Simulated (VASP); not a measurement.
# MgO (Fm-3m) in VASP: single point with PBE

Aim: the single point of MgO with PBE.

Program: VASP 6.6.1. These are calculated values, not measurements. Logs are shortened: lines on timing, memory, paths and dates and some standing lists are left out, and cuts for length are marked.

**Experimental background.**

“Electronic structure of alkaline earth and post-transition metal oxides”, 2009, arxiv:0908.1581 quotes, for a bulk crystal of MgO: band gap 7.83 eV.

How close the calculation comes is told below.

### Step 1. The cell of the first run

Symmetry: Fm-3m, No. 225, cubic system. Conventional cell: a = 4.248 Å, b = 4.248 Å, c = 4.248 Å, α = 90.00°, β = 90.00°, γ = 90.00°. Mg (site symmetry m-3m) has 6 O at 2.12 Å within 2.8 Å. O (site symmetry m-3m) has 6 Mg at 2.12 Å within 2.8 Å.

### Step 2. Single point, PBE

File INCAR:

```
  PREC = Accurate
  ENCUT = 840
  EDIFF = 1E-6
  ISMEAR = 0
  SIGMA = 0.02
  LREAL = False
  LASPH = True
  NELM = 120
  ALGO = Normal
  ISIF = 2
  LWAVE = False
  LCHARG = False
  GGA = PE
  NBANDS = 15
  GGA_COMPAT = False
```

File KPOINTS:

```
regular mesh
0
Gamma
  10 10 10
```

File POSCAR:

```
MgO
1.0
    0.0000000000      2.1241300991      2.1241300991
    2.1241300991      0.0000000000      2.1241300991
    2.1241300991      2.1241300991      0.0000000000
Mg O
1 1
Direct
    0.0000000000      0.0000000000      0.0000000000
    0.5000000000      0.5000000000      0.5000000000
```

Potentials or basis: VASP PAW PBE potentials, release 64 (Mg_sv, O).

Started as:

```console
> cat potpaw_PBE.64/Mg_sv/POTCAR potpaw_PBE.64/O/POTCAR > POTCAR
> mpirun -np 1 vasp_std > vasp.out
```

OUTCAR:

```text
PREC = Accurate
   ENCUT = 840
   EDIFF = 1E-6
   ISMEAR = 0
   LREAL = False
   LASPH = True
   NELM = 120
   ISIF = 2
   GGA = PE

 ion  position               nearest neighbor table
   1  0.000  0.000  0.000-   2 2.12   2 2.12   2 2.12   2 2.12   2 2.12   2 2.12
   2  0.500  0.500  0.500-   1 2.12   1 2.12   1 2.12   1 2.12   1 2.12   1 2.12

  LATTYP: Found a face centered cubic cell.
 ALAT       =     4.2482601982

  Lattice vectors:

 A1 = (   0.0000000000,   2.1241300991,   2.1241300991)
 A2 = (   2.1241300991,   0.0000000000,   2.1241300991)
 A3 = (   2.1241300991,   2.1241300991,   0.0000000000)

Analysis of symmetry for initial positions (statically):
=====================================================================
 Subroutine PRICEL returns:
 Original cell was already a primitive cell.

 Routine SETGRP: Setting up the symmetry group for a
 face centered cubic supercell.

 Subroutine GETGRP returns: Found 48 space group operations
 (whereof 48 operations were pure point group operations)
 out of a pool of 48 trial point group operations.

The static configuration has the point symmetry O_h .

Analysis of symmetry for dynamics (positions and initial velocities):
=====================================================================
 Subroutine PRICEL returns:
 Original cell was already a primitive cell.

 Routine SETGRP: Setting up the symmetry group for a
 face centered cubic supercell.

 Subroutine GETGRP returns: Found 48 space group operations
 (whereof 48 operations were pure point group operations)
 out of a pool of 48 trial point group operations.

The dynamic configuration has the point symmetry O_h .

 Subroutine INISYM returns: Found 48 space group operations
 (whereof 48 operations are pure point group operations),
 and found     1 'primitive' translations

----------------------------------------------------------------------------------------

                                     Primitive cell

  volume of cell :      19.1678

  direct lattice vectors                    reciprocal lattice vectors
     0.000000000  2.124130099  2.124130099    -0.235390478  0.235390478  0.235390478
     2.124130099  0.000000000  2.124130099     0.235390478 -0.235390478  0.235390478
     2.124130099  2.124130099  0.000000000     0.235390478  0.235390478 -0.235390478

  length of vectors
     3.003973594  3.003973594  3.003973594     0.407708268  0.407708268  0.407708268

  position of ions in fractional coordinates (direct lattice)
     0.000000000  0.000000000  0.000000000
     0.500000000  0.500000000  0.500000000

  ion indices of the primitive-cell ions
   primitive index   ion index
                 1           1
                 2           2

----------------------------------------------------------------------------------------

 KPOINTS: regular mesh

Automatic generation of k-mesh.
 Grid dimensions read from file:
 generate k-points for:   10   10   10

 Generating k-lattice:

  Cartesian coordinates                     Fractional coordinates (reciprocal lattice)
    -0.023539048  0.023539048  0.023539048     0.100000000  0.000000000  0.000000000
     0.023539048 -0.023539048  0.023539048     0.000000000  0.100000000  0.000000000
     0.023539048  0.023539048 -0.023539048     0.000000000  0.000000000  0.100000000

  Length of vectors
     0.040770827  0.040770827  0.040770827

  Shift w.r.t. Gamma in fractional coordinates (k-lattice)
     0.000000000  0.000000000  0.000000000

 Subroutine IBZKPT returns following result:
 ===========================================

 Found     47 irreducible k-points:

 Following reciprocal coordinates:
            Coordinates               Weight
  0.000000  0.000000  0.000000      1.000000
  0.100000  0.000000  0.000000      8.000000
  0.200000  0.000000  0.000000      8.000000
  0.300000  0.000000  0.000000      8.000000
  0.400000  0.000000  0.000000      8.000000
  0.500000  0.000000  0.000000      4.000000
[... 16 lines left out ...]
  0.300000  0.300000  0.000000      6.000000
  0.400000  0.300000  0.000000     24.000000
 [... further k-points ...]
   k-points           NKPTS =     47   k-points in BZ     NKDIM =     47   number of bands    NBANDS=     15
   number of dos      NEDOS =    301   number of ions     NIONS =      2
   total plane-waves  NPLWV =  21952
   dimension x,y,z NGX =    28 NGY =   28 NGZ =   28
   dimension x,y,z NGXF=    56 NGYF=   56 NGZF=   56
   ions per type =               1   1
   NGX,Y,Z   is equivalent  to a cutoff of  15.50, 15.50, 15.50 a.u.
   NGXF,Y,Z  is equivalent  to a cutoff of  30.99, 30.99, 30.99 a.u.
 SYSTEM =  unknown system
   PREC   = accura    normal or accurate (medium, high low for compatibility)
   ISTART =      0    job   : 0-new  1-cont  2-samecut
   ICHARG =      2    charge: 1-file 2-atom 10-const
   ISPIN  =      1    spin polarized calculation?
   LNONCOLLINEAR =      F non collinear calculations
   LSORBIT =      F    spin-orbit coupling
   LASPH  =      T    aspherical Exc in radial PAW
   ENCUT  =  840.0 eV  61.74 Ry    7.86 a.u.   7.10  7.10  7.10*2*pi/ulx,y,z
   NELM   =    120;   NELMIN=  2; NELMDL= -5     # of ELM steps
   EDIFF  = 0.1E-05   stopping-criterion for ELM
   LREAL  =      F    real-space projection
   EDIFFG = 0.1E-04   stopping-criterion for IOM
   NSW    =      0    number of steps for IOM
   IBRION =     -1    ionic relax: 0-MD 1-quasi-New 2-CG
   NFREE  =      0    steps in history (QN), initial steepest desc. (CG)
   ISIF   =      2    stress and relaxation
   ISYM   =      2    0-nonsym 1-usesym 2-fastsym
   POTIM  = 0.5000    time-step for ionic-motion
   TEBEG  =    0.0;   TEEND  =   0.0 temperature during run
   PSTRESS=    0.0 pullay stress
   NELECT =      16.0000    total number of electrons
   NUPDOWN=      -1.0000    fix difference up-down
   EMIN   =  10.00;   EMAX   =-10.00  energy-range for DOS
   EFERMI =   0.00;   METHOD = LEGACY
   ISMEAR =     0;   SIGMA  =   0.02  broadening in eV -4-tet -1-fermi 0-gaus
   EFERMI_NEDOS =   21; number of points for ismear=-14 and -15
   IALGO  =     38    algorithm
   IMIX   =      4    mixing-type and parameters
     AMIX     =   0.40;   BMIX     =  1.00
     AMIX_MAG =   1.60;   BMIX_MAG =  1.00
  volume/ion in A,a.u.               =       9.58        64.68
  Fermi-wavevector in a.u.,A,eV,Ry     =   1.541430  2.912880 32.327516  2.376005
  Thomas-Fermi vector in A             =   2.647377
   LORBIT       =      0    0 simple, 1 ext, 2 COOP (PROOUT), +10 PAW based schemes
   GGA     = PE    functional components
   LHFCALC =     F    Hartree Fock is set to
   AEXX    =    0.0000 exact exchange contribution
   IVDW    =     0    specifies the selected vdW correction
   LEPSILON=     F    determine dielectric tensor
   LRPA    =     F    only Hartree local field effects (RPA)
 non-spin polarized calculation
 Gauss-broadening in eV      SIGMA  =   0.02
  energy-cutoff  :      840.00
  volume of cell :       19.17
 maximum number of plane-waves:      1073
   NGX = 15   NGY = 15   NGZ = 15

 number of electron      15.9999997 magnetization

 Free energy of the ion-electron system (eV)
  ---------------------------------------------------
  ext. energy  EPLUGINS =         0.00000000
  ---------------------------------------------------
  free energy    TOTEN  =       -11.88436278 eV

  energy without entropy =      -11.88436278  energy(sigma->0) =      -11.88436278

 E-fermi :   2.9697     XC(G=0): -11.2626

 val. band max:        2.7334579764   @ k =   0.0000   0.0000   0.0000
 cond. band min:       7.2281042001   @ k =   0.0000   0.0000   0.0000
 fundamental gap:      4.4946462237
 Fermi energy:         2.9697265758

 k-point     1 :       0.0000    0.0000    0.0000
  band No.  band energies     occupation
      1     -69.6245      2.00000
      2     -36.3522      2.00000
      3     -36.3522      2.00000
      4     -36.3522      2.00000
      5     -14.3865      2.00000
      6       2.7335      2.00000
      7       2.7335      2.00000
      8       2.7335      2.00000
      9       7.2281      0.00000
     10      18.3933      0.00000
     11      18.3933      0.00000
     12      18.3933      0.00000
     13      22.2388      0.00000
     14      23.9909      0.00000
     15      23.9909      0.00000

 k-point     2 :       0.1000    0.0000    0.0000
  band No.  band energies     occupation
      1     -69.6235      2.00000
      2     -36.3596      2.00000
      3     -36.3530      2.00000
      4     -36.3530      2.00000
      5     -14.2828      2.00000
      6       2.0881      2.00000
      7       2.6688      2.00000
      8       2.6688      2.00000
      9       7.8587      0.00000
     10      17.1509      0.00000
     11      18.6239      0.00000
     12      18.6239      0.00000
     13      23.2361      0.00000
     14      23.2361      0.00000
     15      23.8512      0.00000

 k-point     3 :       0.2000    0.0000    0.0000
  band No.  band energies     occupation
      1     -69.6217      2.00000
      2     -36.3793      2.00000
      3     -36.3550      2.00000
      4     -36.3550      2.00000
      5     -13.9987      2.00000
      6       0.7948      2.00000
      7       2.5047      2.00000
      8       2.5047      2.00000
      9       9.0566      0.00000
     10      15.6318      0.00000
     11      19.0781      0.00000
     12      19.0781      0.00000
     13      22.5398      0.00000
     14      22.5398      0.00000
     15      24.6350      0.00000
[... 343 lines left out ...]
 k-point    23 :       0.3000    0.3000    0.0000
  band No.  band energies     occupation
      1     -69.6177      2.00000
      2     -36.3975      2.00000
      3     -36.3693      2.00000
      4     -36.3693      2.00000
      5     -13.4358      2.00000
      6      -0.3405      2.00000
      7       1.8277      2.00000
      8       1.8277      2.00000
      9      11.3322      0.00000
     10      13.1176      0.00000
     11      16.9090      0.00000
     12      20.3747      0.00000
     13      20.3747      0.00000
     14      26.5974      0.00000
     15      29.6146      0.00000

 k-point    24 :       0.4000    0.3000    0.0000
  band No.  band energies     occupation
      1     -69.6162      2.00000
      2     -36.4071      2.00000
      3     -36.3743      2.00000
      4     -36.3721      2.00000
      5     -13.2039      2.00000
      6      -0.7435      2.00000
      7       1.4739      2.00000
      8       1.6852      2.00000
      9      12.0725      0.00000
     10      12.8348      0.00000
     11      16.0866      0.00000
     12      20.5951      0.00000
     13      20.7959      0.00000
     14      27.3121      0.00000
     15      29.2196      0.00000

 [... further k-points ...]

------------------------ aborting loop because EDIFF is reached ----------------------------------------

  FORCE on cell =-STRESS in cart. coord.  units (eV):
  Direction    XX          YY          ZZ          XY          YZ          ZX
  --------------------------------------------------------------------------------------
  -------------------------------------------------------------------------------------
  Total        0.0757352      0.0757352      0.0757352      0.0000000     -0.0000000     -0.0000000
  in kB        6.3304570      6.3304570      6.3304570      0.0000000     -0.0000000     -0.0000000
  external PRESSURE =       6.3304570 kB  Pullay stress =       0.0000000 kB

 VOLUME and BASIS-vectors are now :
 -----------------------------------------------------------------------------
  energy-cutoff  :      840.00
  volume of cell :       19.17
      direct lattice vectors                 reciprocal lattice vectors
     0.000000000  2.124130099  2.124130099    -0.235390478  0.235390478  0.235390478
     2.124130099  0.000000000  2.124130099     0.235390478 -0.235390478  0.235390478
     2.124130099  2.124130099  0.000000000     0.235390478  0.235390478 -0.235390478

 POSITION                                       TOTAL-FORCE (eV/Angst)
 -----------------------------------------------------------------------------------
      0.00000      0.00000      0.00000        -0.000000      0.000000      0.000000
      2.12413      2.12413      2.12413         0.000000     -0.000000     -0.000000
 -----------------------------------------------------------------------------------
    total drift:                                0.000000      0.000000      0.000000

  FREE ENERGIE OF THE ION-ELECTRON SYSTEM (eV)
  ---------------------------------------------------
  free  energy   TOTEN  =       -11.8843627843 eV

  energy  without entropy=      -11.8843627843  energy(sigma->0) =      -11.88436278
```

Wall time 13 s (1 thread of Intel Xeon Platinum 8488C (Sapphire Rapids), shared host); peak memory 0.16 GiB.

What came out:

```
Free energy            : -11.8844 eV
Pressure               : 0.6 GPa
Band gap on the k mesh : 4.49 eV
```

### Step 3. How close it comes

Step 2. Against the measured gap of MgO, 7.83 eV (quoted in “Electronic structure of alkaline earth and post-transition metal oxides”, 2009, arxiv:0908.1581), the calculated 4.49 eV is off by -3.34 eV. The value is that of PBE, without temperature or zero-point motion. Semilocal functionals fall short of measured gaps as a rule.
